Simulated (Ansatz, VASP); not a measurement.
**Cs in VASP and in Ansatz**

File INCAR:

```
PREC = Accurate ; ENCUT = 520
EDIFF = 1E-8 ; ISMEAR = -1
SIGMA = 0.03 ; LREAL = F
LASPH = T ; NELM = 100
ALGO = Normal ; ISIF = 2
LWAVE = F ; LCHARG = F
GGA = CA ; LEFG = T
NBANDS = 16
```

File KPOINTS:

```
Automatic mesh
0
Gamma
  9 9 9
```

The input POSCAR:

```
Cs
1.0
   -2.5367058781      2.5367058781      9.5316617119
    2.5367058781     -2.5367058781      9.5316617119
    2.5367058781      2.5367058781     -9.5316617119
Cs
2
Direct
    0.2500000000      0.7500000000      0.5000000000
    0.5000000000      0.5000000000      0.0000000000
```

Input for Ansatz:

```yaml
crystal:
  lattice:
    - [-2.5367058781, 2.5367058781, 9.5316617119]
    - [2.5367058781, -2.5367058781, 9.5316617119]
    - [2.5367058781, 2.5367058781, -9.5316617119]
  atoms:
    - { symbol: Cs, position: [0.25, 0.75, 0.5] }
    - { symbol: Cs, position: [0.5, 0.5, 0.0] }
kpoints:
  mp_grid: { grid: [9, 9, 9] }
scf:
  occupations: { method: fermi_dirac, width: 0.03 }
hamiltonian:
  xc: lda
  pseudopotentials: { kind: paw }
output:
  forces: true
  stress: true
  eigenvalues: true
  efg: { contact_densities: true }
```

Change from the starting cell: volume scaled by 0.98, PAW files.

Alike in both runs: task electric field gradients; functional LDA; k mesh 9 × 9 × 9; occupations fermi-dirac, width 0.03 eV; no spin polarisation.

|  | VASP | Ansatz |
| --- | --- | --- |
| version | VASP 6.6.1 | Ansatz 0.2.0 |
| potentials or method | VASP PAW LDA potentials, release 64 (Cs_sv) | PAW with Ansatz's default frozen-core files, scalar-relativistic |
| plane-wave cutoff (eV) | 520 | 420 |
| valence electrons in the cell | 18 | 18 |

```tsv
	VASP	Ansatz	Ansatz less VASP
pressure (GPa)	-0.3	-0.3	+0.01
traceless stress, the component that is largest in VASP (GPa)	-0.09	-0.09	0.000
size of Vzz on the site where it differs most (V/Å²)	4.8	5.0	+0.17
```

LDA's correlation is that of Perdew and Zunger in VASP and of Perdew and Wang (1992) in Ansatz.

Neither program's run includes spin-orbit coupling.
